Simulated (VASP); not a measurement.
# Zn4Se3S (Cm) in VASP: single point with PBEsol

Aim: the single point of Zn4Se3S with PBEsol.

Program: VASP 6.6.1. These are calculated values, not measurements. Logs are shortened: lines on timing, memory, paths and dates and some standing lists are left out, and cuts for length are marked.

## Step 1: The cell of the first run

The structure is monoclinic, space group Cm (No. 8). Conventional cell: a = 13.123 Å, b = 3.968 Å, c = 6.797 Å, α = 90.00°, β = 100.89°, γ = 90.00°. Within 3.1 Å of Zn (site symmetry m) lie 1 S at 2.33 Å and 3 Se at 2.43 to 2.44 Å. Within 3.1 Å of Zn (site symmetry m) lie 2 S at 2.36 Å and 2 Se at 2.44 to 2.46 Å. Within 3.2 Å of Zn (site symmetry m) lie 4 Se at 2.43 to 2.44 Å. Within 3.1 Å of Zn (site symmetry m) lie 1 S at 2.34 Å and 3 Se at 2.45 Å. S (site symmetry m) has 4 Zn at 2.33 to 2.36 Å within 3.1 Å. Se (site symmetry m) has 4 Zn at 2.43 to 2.44 Å within 3.2 Å. Se (site symmetry m) has 4 Zn at 2.44 to 2.46 Å within 3.2 Å. Se (site symmetry m) has 4 Zn at 2.43 to 2.45 Å within 3.2 Å.

## Step 2: Single point, PBEsol (strained cell)

Contents of INCAR:

```
SYSTEM = Zn4Se3S
PREC = Accurate ; ENCUT = 520
EDIFF = 1E-7 ; ISMEAR = 0
SIGMA = 0.02 ; LREAL = .False.
LASPH = .True. ; NELM = 60
ALGO = Normal ; ISIF = 2
LWAVE = .False. ; LCHARG = .True.
GGA = PS ; LELF = .True.
LVHAR = .True. ; NBANDS = 46
```

Contents of KPOINTS:

```
Automatic mesh
0
Gamma
  8 8 4
  0 0 0
```

Contents of POSCAR:

```
Zn4Se3S
1.0
   -2.8060996083      2.8060996083      0.0000000000
   -2.8068721833     -5.6129717916      2.7575678579
    2.8071867991      2.8071867991      5.5168221259
Zn S Se
4 1 3
Direct
    0.0075662559      0.0151325118      0.0019154869
    0.7461114934      0.4922229867      0.2386424478
    0.4981443142     -0.0037113715      0.4997457691
    0.2482547563      0.4965095127      0.7599629710
    0.1883655548      0.3767311095      0.0635931585
    0.9357771502      0.8715543005      0.3078622543
    0.6873828746      0.3747657491      0.5618786652
    0.4383976006      0.8767952011      0.8163992473
```

Potentials or basis: VASP PAW PBE potentials, release 64 (Zn, S, Se).

Run with:

```console
$ cat potpaw_PBE.64/Zn/POTCAR potpaw_PBE.64/S/POTCAR potpaw_PBE.64/Se/POTCAR > POTCAR
$ mpirun -np 1 vasp_std > vasp.out
```

OUTCAR:

```text
SYSTEM = Zn4Se3S
   PREC = Accurate
   ENCUT = 520
   EDIFF = 1E-7
   ISMEAR = 0
   LREAL = .False.
   LASPH = .True.
   NELM = 60
   ISIF = 2
   GGA = PS

 ion  position               nearest neighbor table
   1  0.008  0.015  0.002-   5 2.33   8 2.43   8 2.43   6 2.44
   2  0.746  0.492  0.239-   5 2.36   5 2.36   6 2.44   7 2.46
   3  0.498  0.996  0.500-   8 2.43   6 2.43   6 2.43   7 2.44
   4  0.248  0.497  0.760-   5 2.34   7 2.45   7 2.45   8 2.45
   5  0.188  0.377  0.064-   1 2.33   4 2.34   2 2.36   2 2.36
   6  0.936  0.872  0.308-   3 2.43   3 2.43   1 2.44   2 2.44
   7  0.687  0.375  0.562-   3 2.44   4 2.45   4 2.45   2 2.46
   8  0.438  0.877  0.816-   3 2.43   1 2.43   1 2.43   4 2.45

  LATTYP: Found a base centered monoclinic cell.
 ALAT       =    13.1226623475
 B/A-ratio  =     0.3024099850
 C/A-ratio  =     0.5179404914
 COS(beta)  =    -0.1888757911

  Lattice vectors:

 A1 = (  -5.6129717916,  -2.8068721833,   2.7575678579)
 A2 = (  -2.8068721833,  -5.6129717916,   2.7575678579)
 A3 = (   2.8071867991,   2.8071867991,   5.5168221259)

Analysis of symmetry for initial positions (statically):
=====================================================================
 Subroutine PRICEL returns:
 Original cell was already a primitive cell.

 Routine SETGRP: Setting up the symmetry group for a
 base centered monoclinic supercell.

 Subroutine GETGRP returns: Found  2 space group operations
 (whereof  2 operations were pure point group operations)
 out of a pool of  4 trial point group operations.

The static configuration has the point symmetry C_1h.

Analysis of symmetry for dynamics (positions and initial velocities):
=====================================================================
 Subroutine PRICEL returns:
 Original cell was already a primitive cell.

 Routine SETGRP: Setting up the symmetry group for a
 base centered monoclinic supercell.

 Subroutine GETGRP returns: Found  2 space group operations
 (whereof  2 operations were pure point group operations)
 out of a pool of  4 trial point group operations.

The dynamic configuration has the point symmetry C_1h.

 Subroutine INISYM returns: Found  2 space group operations
 (whereof  2 operations are pure point group operations),
 and found     1 'primitive' translations

----------------------------------------------------------------------------------------

                                     Primitive cell

  volume of cell :     173.7896

  direct lattice vectors                    reciprocal lattice vectors
    -2.806099608  2.806099608  0.000000000    -0.222722045  0.133644492  0.045326336
    -2.806872183 -5.612971792  2.757567858    -0.089077554 -0.089077554  0.090652672
     2.807186799  2.807186799  5.516822126     0.044525162  0.044525162  0.135951294

  length of vectors
     3.968424123  6.854791337  6.796758185     0.263667284  0.155201573  0.149825680

  position of ions in fractional coordinates (direct lattice)
     0.007566256  0.015132512  0.001915487
     0.746111493  0.492222987  0.238642448
     0.498144314  0.996288628  0.499745769
     0.248254756  0.496509513  0.759962971
     0.188365555  0.376731109  0.063593158
     0.935777150  0.871554301  0.307862254
     0.687382875  0.374765749  0.561878665
     0.438397601  0.876795201  0.816399247

  ion indices of the primitive-cell ions
   primitive index   ion index
                 1           1
                 2           2
                 3           3
                 4           4
                 5           5
                 6           6
                 7           7
                 8           8

----------------------------------------------------------------------------------------

 KPOINTS: Automatic mesh

Automatic generation of k-mesh.
 Grid dimensions read from file:
 generate k-points for:    8    8    4

 Generating k-lattice:

  Cartesian coordinates                     Fractional coordinates (reciprocal lattice)
    -0.027840256  0.016705561  0.005665792     0.125000000  0.000000000  0.000000000
    -0.011134694 -0.011134694  0.011331584     0.000000000  0.125000000  0.000000000
     0.011131291  0.011131291  0.033987823     0.000000000  0.000000000  0.250000000

  Length of vectors
     0.032958410  0.019400197  0.037456420

  Shift w.r.t. Gamma in fractional coordinates (k-lattice)
     0.000000000  0.000000000  0.000000000

 Subroutine IBZKPT returns following result:
 ===========================================

 Found     78 irreducible k-points:

 Following reciprocal coordinates:
            Coordinates               Weight
  0.000000  0.000000  0.000000      1.000000
  0.125000  0.000000 -0.000000      4.000000
  0.250000  0.000000 -0.000000      4.000000
  0.375000  0.000000 -0.000000      4.000000
  0.500000  0.000000 -0.000000      2.000000
  0.000000  0.125000  0.000000      2.000000
[... 16 lines left out ...]
  0.125000  0.000000  0.250000      4.000000
  0.250000  0.000000  0.250000      4.000000
 [... further k-points ...]
   k-points           NKPTS =     78   k-points in BZ     NKDIM =     78   number of bands    NBANDS=     46
   number of dos      NEDOS =    301   number of ions     NIONS =      8
   total plane-waves  NPLWV =  87480
   dimension x,y,z NGX =    30 NGY =   54 NGZ =   54
   dimension x,y,z NGXF=    60 NGYF=  108 NGZF=  108
   ions per type =               4   1   3
   NGX,Y,Z   is equivalent  to a cutoff of  12.57, 13.10, 13.21 a.u.
   NGXF,Y,Z  is equivalent  to a cutoff of  25.14, 26.19, 26.42 a.u.
 SYSTEM =  Zn4Se3S
   PREC   = accura    normal or accurate (medium, high low for compatibility)
   ISTART =      0    job   : 0-new  1-cont  2-samecut
   ICHARG =      2    charge: 1-file 2-atom 10-const
   ISPIN  =      1    spin polarized calculation?
   LNONCOLLINEAR =      F non collinear calculations
   LSORBIT =      F    spin-orbit coupling
   LASPH  =      T    aspherical Exc in radial PAW
   ENCUT  =  520.0 eV  38.22 Ry    6.18 a.u.   7.38 12.75 12.64*2*pi/ulx,y,z
   NELM   =     60;   NELMIN=  2; NELMDL= -5     # of ELM steps
   EDIFF  = 0.1E-06   stopping-criterion for ELM
   LREAL  =      F    real-space projection
   EDIFFG = 0.1E-05   stopping-criterion for IOM
   NSW    =      0    number of steps for IOM
   IBRION =     -1    ionic relax: 0-MD 1-quasi-New 2-CG
   NFREE  =      0    steps in history (QN), initial steepest desc. (CG)
   ISIF   =      2    stress and relaxation
   ISYM   =      2    0-nonsym 1-usesym 2-fastsym
   POTIM  = 0.5000    time-step for ionic-motion
   TEBEG  =    0.0;   TEEND  =   0.0 temperature during run
   PSTRESS=    0.0 pullay stress
   NELECT =      72.0000    total number of electrons
   NUPDOWN=      -1.0000    fix difference up-down
   EMIN   =  10.00;   EMAX   =-10.00  energy-range for DOS
   EFERMI =   0.00;   METHOD = LEGACY
   ISMEAR =     0;   SIGMA  =   0.02  broadening in eV -4-tet -1-fermi 0-gaus
   EFERMI_NEDOS =   21; number of points for ismear=-14 and -15
   IALGO  =     38    algorithm
   IMIX   =      4    mixing-type and parameters
     AMIX     =   0.40;   BMIX     =  1.00
     AMIX_MAG =   1.60;   BMIX_MAG =  1.00
  volume/ion in A,a.u.               =      21.72       146.60
  Fermi-wavevector in a.u.,A,eV,Ry     =   1.220425  2.306269 20.265021  1.489437
  Thomas-Fermi vector in A             =   2.355643
   LORBIT       =      0    0 simple, 1 ext, 2 COOP (PROOUT), +10 PAW based schemes
   GGA     = PS    functional components
   LHFCALC =     F    Hartree Fock is set to
   AEXX    =    0.0000 exact exchange contribution
   IVDW    =     0    specifies the selected vdW correction
   LEPSILON=     F    determine dielectric tensor
   LRPA    =     F    only Hartree local field effects (RPA)
 non-spin polarized calculation
 Gauss-broadening in eV      SIGMA  =   0.02
  energy-cutoff  :      520.00
  volume of cell :      173.79
 maximum number of plane-waves:      4717
 NGX is ok and might be reduce to    30
   NGX = 15   NGY = 25   NGZ = 25

 number of electron      72.0000015 magnetization

 Free energy of the ion-electron system (eV)
  ---------------------------------------------------
  ext. energy  EPLUGINS =         0.00000000
  ---------------------------------------------------
  free energy    TOTEN  =       -27.85358411 eV

  energy without entropy =      -27.85358411  energy(sigma->0) =      -27.85358411

 E-fermi :   1.9266     XC(G=0):  -9.6597

 val. band max:        1.7795437452   @ k =   0.0000   0.0000   0.0000
 cond. band min:       3.0955788075   @ k =   0.0000   0.0000   0.0000
 fundamental gap:      1.3160350623
 Fermi energy:         1.9265683143

 k-point     1 :       0.0000    0.0000    0.0000
  band No.  band energies     occupation
      1     -11.6173      2.00000
      2     -10.7666      2.00000
      3     -10.6368      2.00000
      4     -10.5955      2.00000
      5      -4.8889      2.00000
      6      -4.8818      2.00000
[... 38 lines left out ...]
     45       7.6218      0.00000
     46       8.0748      0.00000

 k-point     2 :       0.1250    0.0000   -0.0000
  band No.  band energies     occupation
      1     -11.5384      2.00000
      2     -10.7375      2.00000
      3     -10.6271      2.00000
      4     -10.5619      2.00000
      5      -4.8888      2.00000
      6      -4.8594      2.00000
[... 38 lines left out ...]
     45       7.8110      0.00000
     46       7.9212      0.00000

 k-point     3 :       0.2500    0.0000   -0.0000
  band No.  band energies     occupation
      1     -11.3212      2.00000
      2     -10.6650      2.00000
      3     -10.5830      2.00000
      4     -10.5192      2.00000
      5      -4.8737      2.00000
      6      -4.8344      2.00000
[... 1018 lines left out ...]
     45       8.0018      0.00000
     46       8.1883      0.00000

 k-point    24 :       0.2500    0.0000    0.2500
  band No.  band energies     occupation
      1     -11.2285      2.00000
      2     -10.7858      2.00000
      3     -10.6333      2.00000
      4     -10.4583      2.00000
      5      -4.8557      2.00000
      6      -4.8246      2.00000
[... 38 lines left out ...]
     45       8.2642      0.00000
     46       8.3326      0.00000

 [... further k-points ...]
[... 5 lines left out ...]
  --------------------------------------------------------------------------------------
  -------------------------------------------------------------------------------------
  Total       -0.6220859     -0.6220859      0.0532142     -0.0005663      0.0001639      0.0001640
  in kB       -5.7350495     -5.7350495      0.4905851     -0.0052208      0.0015111      0.0015116
  external PRESSURE =      -3.6598379 kB  Pullay stress =       0.0000000 kB

 VOLUME and BASIS-vectors are now :
 -----------------------------------------------------------------------------
  energy-cutoff  :      520.00
  volume of cell :      173.79
      direct lattice vectors                 reciprocal lattice vectors
    -2.806099608  2.806099608  0.000000000    -0.222722045  0.133644492  0.045326336
    -2.806872183 -5.612971792  2.757567858    -0.089077554 -0.089077554  0.090652672
     2.807186799  2.807186799  5.516822126     0.044525162  0.044525162  0.135951294

 POSITION                                       TOTAL-FORCE (eV/Angst)
 -----------------------------------------------------------------------------------
     -0.05833     -0.05833      0.05230        -0.002494     -0.002494      0.001376
     -2.80536      0.00074      2.67389         0.000770      0.000770     -0.002589
     -2.79142     -2.79142      5.50434        -0.000263     -0.000263      0.000035
      0.04309      0.04309      5.56174         0.001825      0.001825      0.003184
     -1.40749     -1.40749      1.38969        -0.000366     -0.000366      0.002056
     -4.20800     -1.40190      4.10179         0.000445      0.000445     -0.002546
     -1.40349      1.40261      4.13323        -0.001809     -0.001809     -0.000963
     -1.39945     -1.39945      6.92175         0.001893      0.001893     -0.000553
 -----------------------------------------------------------------------------------
    total drift:                                0.000452     -0.000282      0.000396

  FREE ENERGIE OF THE ION-ELECTRON SYSTEM (eV)
  ---------------------------------------------------
  free  energy   TOTEN  =       -27.8535841107 eV

  energy  without entropy=      -27.8535841107  energy(sigma->0) =      -27.85358411
```

It took 21 min on 1 thread of Intel Xeon 8259CL, shared host; peak memory 0.64 GiB.

Results:

```yaml
Free_energy: -27.8536 eV
Pressure: -0.4 GPa
Largest_force: 0.004 eV/Å
Band_gap_on_the_k_mesh: 1.32 eV
```

Forces on the atoms (eV/Å):
```
Zn  -0.002 -0.002  0.001
Zn   0.001  0.001 -0.003
Zn   0.000  0.000  0.000
Zn   0.002  0.002  0.003
S    0.000  0.000  0.002
Se   0.000  0.000 -0.003
Se  -0.002 -0.002 -0.001
Se   0.002  0.002 -0.001
```

Stress tensor (GPa, compression positive):
```
-0.57  0.00  0.00
 0.00 -0.57  0.00
 0.00  0.00  0.05
```

Caveat: the cell differs from its parent crystal (strained cell); the PAW data sets were made with another functional, which shifts forces and pressure a little. A k mesh can miss the band edges.
